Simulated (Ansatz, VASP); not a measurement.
**KBr in VASP and in Ansatz**

Contents of INCAR:

```
PREC     = Accurate       # precision mode
ENCUT    = 520            # plane-wave cutoff, eV
EDIFF    = 1E-6           # SCF threshold, eV
ISMEAR   = 0              # smearing method
SIGMA    = 0.05           # smearing width, eV
LREAL    = False          # projectors in reciprocal space
LASPH    = True           # aspherical terms in the spheres
NELM     = 100            # most SCF steps
ALGO     = Normal         # electronic algorithm
ISIF     = 2              # what is computed and relaxed
LWAVE    = False          # write WAVECAR
LCHARG   = False          # write CHGCAR
GGA      = PE             # functional
NBANDS   = 15             # bands
```

KPOINTS

```
regular mesh
0
Gamma
  8 8 8
```

File POSCAR:

```
KBr
1.0
    1.7421726545      4.3554316363      4.3554316363
    4.3554316363      1.7421726545      4.3554316363
    4.3554316363      4.3554316363      1.7421726545
K Br
1 1
Direct
    0.0000000000      0.0000000000      0.0000000000
    0.5000000000      0.5000000000      0.5000000000
```

Input for Ansatz:

```yaml
crystal:
  lattice:
    - [1.7421726545, 4.3554316363, 4.3554316363]
    - [4.3554316363, 1.7421726545, 4.3554316363]
    - [4.3554316363, 4.3554316363, 1.7421726545]
  atoms:
    - { symbol: K, position: [0.0, 0.0, 0.0] }
    - { symbol: Br, position: [0.5, 0.5, 0.5] }
basis:
  ecutwfc: 420
kpoints:
  mp_grid: { grid: [8, 8, 8] }
hamiltonian:
  xc: pbe
scf:
  occupations: { method: gaussian, width: 0.05 }
output:
  forces: true
  stress: true
  eigenvalues: true
```

Alike in both runs: task single point; functional PBE; k mesh 8 × 8 × 8; occupations gaussian, width 0.05 eV; no spin polarisation.

```csv
,VASP,Ansatz
version,VASP 6.6.1,Ansatz 0.2.0
potentials or method,"VASP PAW PBE potentials, release 64 (K_sv, Br), cutoff 520 eV","scalar-relativistic, plane waves, PAW"
valence electrons in the cell,16,16
```

|  | VASP | Ansatz | Ansatz less VASP |
| --- | --- | --- | --- |
| gap on the k mesh at the Fermi level (eV) | none | none | - |
| pressure (GPa) | -0.1 | -0.1 | -0.01 |
| traceless stress, the component that is largest in VASP (GPa) | -7.02 | -7.02 | -0.004 |

A gap of «none» marks a metal or a gap that the smearing closes.
